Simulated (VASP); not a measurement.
## Cu: single point with PBEsol

The system is Cu, a slab with vacuum.

```
Cu
1.0
     2.51982    0.00000    0.00000
    -1.25991    2.18223    0.00000
     0.00000    0.00000   28.34450
Cu
7
Direct
  0.00000 0.00000 0.28333
  0.33333 0.66667 0.35519
  0.66667 0.33333 0.42749
  0.00000 0.00000 0.50000
  0.33333 0.66667 0.57251
  0.66667 0.33333 0.64481
  0.00000 0.00000 0.71667
```

```
Program             : VASP 6.6.1
Task                : single point
Functional          : PBEsol
Potentials or basis : VASP PAW PBE potentials, release 64 (Cu)
Cutoff              : 520 eV
k mesh              : 18 × 18 × 1
Occupations         : fermi-dirac, width 0.1 eV
Spin                : no spin polarisation
```

```
Largest force          : 0.027 eV/Å
Band gap on the k mesh : zero (an odd number of electrons rules out a gap without spin polarisation)
```

Forces in eV/Å, atoms in the order of the input:
```
Cu   0.000  0.000 -0.027
Cu   0.000  0.000  0.001
Cu   0.000  0.000  0.001
Cu   0.000  0.000  0.000
Cu   0.000  0.000 -0.001
Cu   0.000  0.000 -0.001
Cu   0.000  0.000  0.027
```

Levels at points of the mesh, in eV from the Fermi level:
| k point | band 37 | band 38 | band 39 | band 40 | band 41 | band 42 |
| --- | --- | --- | --- | --- | --- | --- |
| (0.00, 0.00, 0.00) | -1.86 | -1.69 | -1.69 | -1.65 | -1.65 | -0.83 |
| (0.50, 0.00, 0.00) | 0.03 | 0.63 | 1.03 | 1.27 | 1.47 | 1.50 |

Run time: 5.3 min on 1 thread of Intel(R) Xeon(R) 6975P-C (Granite Rapids) (shared host), peak memory 0.39 GiB.

Caveat: the PAW data sets were made with another functional, which shifts forces and pressure a little.
